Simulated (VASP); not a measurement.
Runs of VASP 6.6.1 on Mg3TeSe2. The structure is that of space group P6/mmm (No. 191), or close to it. The cells are those of the table. The cell was built from a structure type or drawn by symmetry, and may not be a known phase.

```tsv
task	cell	k mesh	cutoff (eV)	gap on the mesh (eV)	pressure (GPa)	relaxed volume (Å³/atom)
relaxation of cell and atoms	relaxed from a = 5.982, b = 5.982, c = 4.653 Å, angles 90.0, 90.0, 120.0°, 6 atoms	6 × 6 × 8	600	none	0.0	24.77
relaxation of cell and atoms	relaxed from a = 6.940, b = 6.940, c = 3.568 Å, angles 90.0, 90.0, 120.0°, 6 atoms	6 × 6 × 10	600	none	0.0	(a)
single point	a = 5.982, b = 5.982, c = 4.653 Å, angles 90.0, 90.0, 120.0°, 6 atoms	3 × 3 × 4	520	none	0.2	-
single point	a = 6.940, b = 6.940, c = 3.568 Å, angles 90.0, 90.0, 120.0°, 6 atoms	6 × 6 × 8	520	none	-0.1	-
single point	a = 6.954, b = 6.954, c = 3.549 Å, angles 90.0, 90.0, 120.0°, 6 atoms	6 × 6 × 10	520	none	-0.1	-
```

Alike in all rows: level PBE; potentials or basis VASP PAW PBE potentials, release 64 (Mg, Te, Se); no spin polarisation; smearing gaussian 0.1 eV.

Estimate the missing entries.

(a) 24.71.

Caveats: some runs use coarse meshes; spin-orbit coupling is left out, which moves the levels of the heavy elements; a cell axis changed by over 15 % at a fixed basis, so the end point is rough (at least some runs).

A k mesh can miss the band edges, and the runs leave out spin-orbit coupling on Se, Te.

A gap of «none» marks levels without a gap at the run's occupations.
